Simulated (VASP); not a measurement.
# SiGe5 (F-43m) in VASP: a series of runs

The runs below take SiGe5 through single point, with PBE.

Everything below comes from runs of VASP 6.6.1. Logs are shortened: lines on timing, memory, paths and dates and some standing lists are left out, and cuts for length are marked.

### 1 The cell of the first run

It takes space group F-43m (No. 216, cubic). Conventional cell: a = 7.715 Å, b = 7.715 Å, c = 7.715 Å, α = 90.00°, β = 90.00°, γ = 90.00°. Within 4.1 Å of Si (site symmetry -43m) lie 18 Ge at 3.15 to 3.86 Å. Within 2.5 Å of Ge (site symmetry 3m) lie 4 Ge at 1.92 to 2.16 Å. Within 2.9 Å of Ge (site symmetry -43m) lie 4 Ge at 2.16 Å.

### 2 Single point, PBE

INCAR reads:

```
PREC = Accurate ; ENCUT = 520
EDIFF = 1E-6 ; ISMEAR = 0
SIGMA = 0.1 ; LREAL = False
LASPH = True ; NELM = 60
ALGO = Normal ; ISIF = 2
LWAVE = False ; LCHARG = False
GGA = PE ; NBANDS = 46
```

KPOINTS reads:

```
Automatic mesh
0
Gamma
  4 4 4
```

POSCAR reads:

```
SiGe5
1.0
    0.0000000000      3.8574571100      3.8574571100
    3.8574571100      0.0000000000      3.8574571100
    3.8574571100      3.8574571100      0.0000000000
Si Ge
1 5
Direct
    0.2500000000      0.2500000000      0.2500000000
    0.9119367300      0.9119367300      0.9119367300
    0.9119367300      0.9119367300      0.2641898200
    0.9119367300      0.2641898200      0.9119367300
    0.2641898200      0.9119367300      0.9119367300
    0.7500000000      0.7500000000      0.7500000000
```

Potentials or basis: VASP PAW PBE potentials, release 64 (Si, Ge_d).

Launch:

```sh
cat potpaw_PBE.64/Si/POTCAR potpaw_PBE.64/Ge_d/POTCAR > POTCAR
mpirun -np 1 vasp_std > vasp.out
```

OUTCAR:

```text
PREC = Accurate
   ENCUT = 520
   EDIFF = 1E-6
   ISMEAR = 0
   LREAL = False
   LASPH = True
   NELM = 60
   ISIF = 2
   GGA = PE

 ion  position               nearest neighbor table
   1  0.250  0.250  0.250-
   2  0.912  0.912  0.912-   3 1.92   4 1.92   5 1.92   6 2.16
   3  0.912  0.912  0.264-   2 1.92   4 1.92   5 1.92   6 2.16
   4  0.912  0.264  0.912-   2 1.92   3 1.92   5 1.92   6 2.16
   5  0.264  0.912  0.912-   2 1.92   3 1.92   4 1.92   6 2.16
   6  0.750  0.750  0.750-   3 2.16   4 2.16   5 2.16   2 2.16

  LATTYP: Found a face centered cubic cell.
 ALAT       =     7.7149142200

  Lattice vectors:

 A1 = (   0.0000000000,   3.8574571100,   3.8574571100)
 A2 = (   3.8574571100,   0.0000000000,   3.8574571100)
 A3 = (   3.8574571100,   3.8574571100,   0.0000000000)

Analysis of symmetry for initial positions (statically):
=====================================================================
 Subroutine PRICEL returns:
 Original cell was already a primitive cell.

 Routine SETGRP: Setting up the symmetry group for a
 face centered cubic supercell.

 Subroutine GETGRP returns: Found 24 space group operations
 (whereof 24 operations were pure point group operations)
 out of a pool of 48 trial point group operations.

The static configuration has the point symmetry T_d .

Analysis of symmetry for dynamics (positions and initial velocities):
=====================================================================
 Subroutine PRICEL returns:
 Original cell was already a primitive cell.

 Routine SETGRP: Setting up the symmetry group for a
 face centered cubic supercell.

 Subroutine GETGRP returns: Found 24 space group operations
 (whereof 24 operations were pure point group operations)
 out of a pool of 48 trial point group operations.

The dynamic configuration has the point symmetry T_d .

 Subroutine INISYM returns: Found 24 space group operations
 (whereof 24 operations are pure point group operations),
 and found     1 'primitive' translations

----------------------------------------------------------------------------------------

                                     Primitive cell

  volume of cell :     114.7977

  direct lattice vectors                    reciprocal lattice vectors
     0.000000000  3.857457110  3.857457110    -0.129619069  0.129619069  0.129619069
[... 78 lines left out ...]
   LREAL  =      F    real-space projection
   EDIFFG = 0.1E-04   stopping-criterion for IOM
   NSW    =      0    number of steps for IOM
   IBRION =     -1    ionic relax: 0-MD 1-quasi-New 2-CG
   NFREE  =      0    steps in history (QN), initial steepest desc. (CG)
   ISIF   =      2    stress and relaxation
   ISYM   =      2    0-nonsym 1-usesym 2-fastsym
   POTIM  = 0.5000    time-step for ionic-motion
   TEBEG  =    0.0;   TEEND  =   0.0 temperature during run
   PSTRESS=    0.0 pullay stress
   NELECT =      74.0000    total number of electrons
   NUPDOWN=      -1.0000    fix difference up-down
   EMIN   =  10.00;   EMAX   =-10.00  energy-range for DOS
   EFERMI =   0.00;   METHOD = LEGACY
   ISMEAR =     0;   SIGMA  =   0.10  broadening in eV -4-tet -1-fermi 0-gaus
   EFERMI_NEDOS =   21; number of points for ismear=-14 and -15
   IALGO  =     38    algorithm
   IMIX   =      4    mixing-type and parameters
     AMIX     =   0.40;   BMIX     =  1.00
     AMIX_MAG =   1.60;   BMIX_MAG =  1.00
  volume/ion in A,a.u.               =      19.13       129.12
  Fermi-wavevector in a.u.,A,eV,Ry     =   1.414190  2.672431 27.210729  1.999932
  Thomas-Fermi vector in A             =   2.535757
   LORBIT       =      0    0 simple, 1 ext, 2 COOP (PROOUT), +10 PAW based schemes
   GGA     = PE    functional components
   LHFCALC =     F    Hartree Fock is set to
   AEXX    =    0.0000 exact exchange contribution
   IVDW    =     0    specifies the selected vdW correction
   LEPSILON=     F    determine dielectric tensor
   LRPA    =     F    only Hartree local field effects (RPA)
 non-spin polarized calculation
 Gauss-broadening in eV      SIGMA  =   0.10
  energy-cutoff  :      520.00
  volume of cell :      114.80
 maximum number of plane-waves:      3119
 NGX is ok and might be reduce to    42
   NGX = 21   NGY = 21   NGZ = 21

 number of electron      74.0000007 magnetization

 Free energy of the ion-electron system (eV)
  ---------------------------------------------------
  ext. energy  EPLUGINS =         0.00000000
  ---------------------------------------------------
  free energy    TOTEN  =        -5.38638905 eV

  energy without entropy =       -5.36259633  energy(sigma->0) =       -5.37449269

 E-fermi :   6.6078     XC(G=0): -10.2838

 val. band max:        6.6017051833   @ k =  -0.2500   0.5000   0.2500
 cond. band min:       6.6124761457   @ k =   0.5000   0.5000   0.0000
 fundamental gap:      0.0107709623
 Fermi energy:         6.6078365395

 k-point     1 :       0.0000    0.0000    0.0000
  band No.  band energies     occupation
      1     -21.4468      2.00000
      2     -20.4004      2.00000
      3     -20.4004      2.00000
      4     -20.4004      2.00000
      5     -20.1618      2.00000
      6     -20.1618      2.00000
[... 381 lines left out ...]
     45      11.1660      0.00000
     46      11.4042      0.00000

------------------------ aborting loop because EDIFF is reached ----------------------------------------

  FORCE on cell =-STRESS in cart. coord.  units (eV):
  Direction    XX          YY          ZZ          XY          YZ          ZX
  --------------------------------------------------------------------------------------
  -------------------------------------------------------------------------------------
  Total       59.3608572     59.3608572     59.3608572      0.0000000     -0.0000000      0.0000000
  in kB      828.4712318    828.4712318    828.4712318      0.0000000     -0.0000000      0.0000000
  external PRESSURE =     828.4712318 kB  Pullay stress =       0.0000000 kB

 VOLUME and BASIS-vectors are now :
 -----------------------------------------------------------------------------
  energy-cutoff  :      520.00
  volume of cell :      114.80
      direct lattice vectors                 reciprocal lattice vectors
     0.000000000  3.857457110  3.857457110    -0.129619069  0.129619069  0.129619069
     3.857457110  0.000000000  3.857457110     0.129619069 -0.129619069  0.129619069
     3.857457110  3.857457110  0.000000000     0.129619069  0.129619069 -0.129619069

 POSITION                                       TOTAL-FORCE (eV/Angst)
 -----------------------------------------------------------------------------------
      1.92873      1.92873      1.92873        -0.000000     -0.000000     -0.000000
      7.03551      7.03551      7.03551       -15.140511    -15.140511    -15.140511
      4.53686      4.53686      7.03551        15.140511     15.140511    -15.140511
      4.53686      7.03551      4.53686        15.140511    -15.140511     15.140511
      7.03551      4.53686      4.53686       -15.140511     15.140511     15.140511
      5.78619      5.78619      5.78619        -0.000000     -0.000000     -0.000000
 -----------------------------------------------------------------------------------
    total drift:                               -0.000049     -0.000049     -0.000050

  FREE ENERGIE OF THE ION-ELECTRON SYSTEM (eV)
  ---------------------------------------------------
  free  energy   TOTEN  =        -5.3863890498 eV

  energy  without entropy=       -5.3625963252  energy(sigma->0) =       -5.37449269
```

Wall time 1.7 min (1 thread of AMD EPYC 7R43 (Zen 3), shared host); peak memory 0.22 GiB.

What came out:

```
Free energy            : -5.3864 eV
Pressure               : 82.8 GPa
Largest force          : 26.224 eV/Å
Band gap on the k mesh : zero (band 37 reaches 6.62 eV, above the bottom of band 38 at 6.54 eV)
```

Forces on the atoms (eV/Å):
```
Si    0.000   0.000   0.000
Ge  -15.141 -15.141 -15.141
Ge   15.141  15.141 -15.141
Ge   15.141 -15.141  15.141
Ge  -15.141  15.141  15.141
Ge    0.000   0.000   0.000
```

Caveat: forces of over 1 eV/Å act on the atoms, so gaps and moduli don't describe the material at rest.

### 3 Single point, PBE

This run uses another cell than the first one, of 32.93 Å³/atom, 1.721 times its volume.

INCAR reads:

```
ALGO     = Normal         # electronic algorithm
EDIFF    = 1E-6           # SCF threshold, eV
ENCUT    = 520            # plane-wave cutoff, eV
GGA      = PE             # functional
ISIF     = 2              # what is computed and relaxed
ISMEAR   = 0              # smearing method
LASPH    = T              # aspherical terms in the spheres
LCHARG   = F              # write CHGCAR
LREAL    = F              # projectors in reciprocal space
LWAVE    = F              # write WAVECAR
NBANDS   = 46             # bands
NELM     = 100            # most SCF steps
PREC     = Accurate       # precision mode
SIGMA    = 0.1            # smearing width, eV
```

KPOINTS reads:

```
k-points
0
Gamma
  4 4 4
```

POSCAR reads:

```
SiGe5
1.0
    0.0000000000      4.6226516080      4.6226516080
    4.6226516080      0.0000000000      4.6226516080
    4.6226516080      4.6226516080      0.0000000000
Si Ge
1 5
Direct
    0.2500000000      0.2500000000      0.2500000000
    0.9015945414      0.9015945414      0.9015945414
    0.9015945414      0.9015945414      0.2952163758
    0.9015945414      0.2952163758      0.9015945414
    0.2952163758      0.9015945414      0.9015945414
    0.7500000000      0.7500000000      0.7500000000
```

Potentials or basis: VASP PAW PBE potentials, release 64 (Si, Ge_d).

Launch:

```sh
cat potpaw_PBE.64/Si/POTCAR potpaw_PBE.64/Ge_d/POTCAR > POTCAR
mpirun -np 1 vasp_std > vasp.out
```

OUTCAR:

```text
EDIFF = 1E-6
   ENCUT = 520
   GGA = PE
   ISIF = 2
   ISMEAR = 0
   LASPH = T
   LREAL = F
   NELM = 100
   PREC = Accurate

 ion  position               nearest neighbor table
   1  0.250  0.250  0.250-
   2  0.902  0.902  0.902-   6 2.43   4 2.57   5 2.57   3 2.57
   3  0.902  0.902  0.295-   6 2.43   4 2.57   5 2.57   2 2.57
   4  0.902  0.295  0.902-   6 2.43   3 2.57   5 2.57   2 2.57
   5  0.295  0.902  0.902-   6 2.43   3 2.57   4 2.57   2 2.57
   6  0.750  0.750  0.750-   3 2.43   4 2.43   5 2.43   2 2.43

  LATTYP: Found a face centered cubic cell.
 ALAT       =     9.2453032160

  Lattice vectors:

 A1 = (   0.0000000000,   4.6226516080,   4.6226516080)
 A2 = (   4.6226516080,   0.0000000000,   4.6226516080)
 A3 = (   4.6226516080,   4.6226516080,   0.0000000000)

Analysis of symmetry for initial positions (statically):
=====================================================================
 Subroutine PRICEL returns:
 Original cell was already a primitive cell.

[... 161 lines left out ...]
 E-fermi :   1.9073     XC(G=0):  -8.0199

 val. band max:        1.8671673589   @ k =   0.5000   0.0000   0.0000
 cond. band min:       1.9509289736   @ k =   0.2500   0.2500   0.0000
 fundamental gap:      0.0837616148
 Fermi energy:         1.9073065797

 k-point     1 :       0.0000    0.0000    0.0000
  band No.  band energies     occupation
      1     -23.0484      2.00000
      2     -23.0484      2.00000
      3     -23.0484      2.00000
      4     -22.9937      2.00000
      5     -22.9937      2.00000
      6     -22.8533      2.00000
[... 381 lines left out ...]
     45       4.8699      0.00000
     46       6.9411      0.00000

------------------------ aborting loop because EDIFF is reached ----------------------------------------

  FORCE on cell =-STRESS in cart. coord.  units (eV):
  Direction    XX          YY          ZZ          XY          YZ          ZX
  --------------------------------------------------------------------------------------
  -------------------------------------------------------------------------------------
  Total       -0.3982049     -0.3982049     -0.3982049      0.0000000     -0.0000000      0.0000000
  in kB       -3.2293392     -3.2293392     -3.2293392      0.0000000     -0.0000000      0.0000000
  external PRESSURE =      -3.2293392 kB  Pullay stress =       0.0000000 kB

 VOLUME and BASIS-vectors are now :
 -----------------------------------------------------------------------------
  energy-cutoff  :      520.00
  volume of cell :      197.56
      direct lattice vectors                 reciprocal lattice vectors
     0.000000000  4.622651608  4.622651608    -0.108163029  0.108163029  0.108163029
     4.622651608  0.000000000  4.622651608     0.108163029 -0.108163029  0.108163029
     4.622651608  4.622651608  0.000000000     0.108163029  0.108163029 -0.108163029

 POSITION                                       TOTAL-FORCE (eV/Angst)
 -----------------------------------------------------------------------------------
      2.31133      2.31133      2.31133        -0.000000     -0.000000     -0.000000
      8.33551      8.33551      8.33551        -0.011904     -0.011904     -0.011904
      5.53244      5.53244      8.33551         0.011904      0.011904     -0.011904
      5.53244      8.33551      5.53244         0.011904     -0.011904      0.011904
      8.33551      5.53244      5.53244        -0.011904      0.011904      0.011904
      6.93398      6.93398      6.93398        -0.000000     -0.000000     -0.000000
 -----------------------------------------------------------------------------------
    total drift:                               -0.000003     -0.000003     -0.000003

  FREE ENERGIE OF THE ION-ELECTRON SYSTEM (eV)
  ---------------------------------------------------
  free  energy   TOTEN  =       -21.6094623455 eV

  energy  without entropy=      -21.5968275685  energy(sigma->0) =      -21.60314496
```

OSZICAR:

```text
N       E                     dE             d eps       ncg     rms          rms(c)
DAV:   1     0.782853310090E+03    0.78285E+03   -0.36815E+04   884   0.357E+03
DAV:   2     0.119553153182E+03   -0.66330E+03   -0.64591E+03   736   0.936E+02
DAV:   3    -0.120024327294E+02   -0.13156E+03   -0.12880E+03   792   0.223E+02
DAV:   4    -0.219649765323E+02   -0.99625E+01   -0.97353E+01   848   0.686E+01
DAV:   5    -0.223111322530E+02   -0.34616E+00   -0.34573E+00   824   0.135E+01    0.476E+00
DAV:   6    -0.217062954281E+02    0.60484E+00   -0.46037E+00  1176   0.107E+01    0.256E+00
DAV:   7    -0.216249179856E+02    0.81377E-01   -0.96464E-01   840   0.514E+00    0.153E+00
DAV:   8    -0.216067136969E+02    0.18204E-01   -0.12379E-01   828   0.228E+00    0.301E-01
DAV:   9    -0.216081827975E+02   -0.14691E-02   -0.21834E-02   850   0.185E+00    0.140E-01
DAV:  10    -0.216089724609E+02   -0.78966E-03   -0.30334E-03   902   0.607E-01    0.540E-02
DAV:  11    -0.216092560136E+02   -0.28355E-03   -0.56414E-04   838   0.320E-01    0.278E-02
DAV:  12    -0.216094106050E+02   -0.15459E-03   -0.18185E-04   832   0.176E-01    0.811E-03
DAV:  13    -0.216094540167E+02   -0.43412E-04   -0.76532E-05  1096   0.919E-02    0.674E-03
DAV:  14    -0.216094615077E+02   -0.74910E-05   -0.14575E-05   776   0.264E-02    0.230E-03
DAV:  15    -0.216094623455E+02   -0.83779E-06   -0.22931E-06   608   0.122E-02
   1 F= -.21609462E+02 E0= -.21603145E+02  d E =-.126348E-01
```

stdout:

```text
POSCAR found type information on POSCAR SiGe
 POSCAR found :  2 types and       6 ions
 scaLAPACK will be used
 LDA part: xc-table for (Slater+PW92), standard interpolation
 POSCAR, INCAR and KPOINTS ok, starting setup
 FFT: planning ... GRIDC
 FFT: planning ... GRID_SOFT
 FFT: planning ... GRID
 WAVECAR not read
 entering main loop
```

It took 2.9 min on 1 thread of AMD EPYC 7R43 (Zen 3), shared host; peak memory 0.31 GiB.

What came out:

```yaml
Free_energy: -21.6095 eV
Pressure: -0.3 GPa
Largest_force: 0.021 eV/Å
Band_gap_on_the_k_mesh: zero (band 37 reaches 2.18 eV, above the bottom of band 38 at 1.87 eV)
```

Forces on the atoms (eV/Å):
```
Si   0.000  0.000  0.000
Ge  -0.012 -0.012 -0.012
Ge   0.012  0.012 -0.012
Ge   0.012 -0.012  0.012
Ge  -0.012  0.012  0.012
Ge   0.000  0.000  0.000
```

Levels at points of the mesh, in eV from the Fermi level:
| k point | band 33 | band 34 | band 35 | band 36 | band 37 | band 38 | band 39 | band 40 | band 41 | band 42 |
| --- | --- | --- | --- | --- | --- | --- | --- | --- | --- | --- |
| (0.00, 0.00, 0.00) | -3.34 | -3.34 | -0.73 | -0.73 | 0.28 | 0.28 | 0.28 | 1.32 | 4.29 | 4.29 |
| (0.50, 0.00, 0.00) | -2.85 | -2.80 | -0.38 | -0.38 | -0.09 | -0.04 | -0.04 | 0.48 | 2.57 | 2.57 |
| (0.50, 0.50, 0.00) | -1.89 | -1.89 | -1.09 | -0.29 | -0.29 | 0.13 | 0.21 | 0.77 | 1.81 | 1.81 |
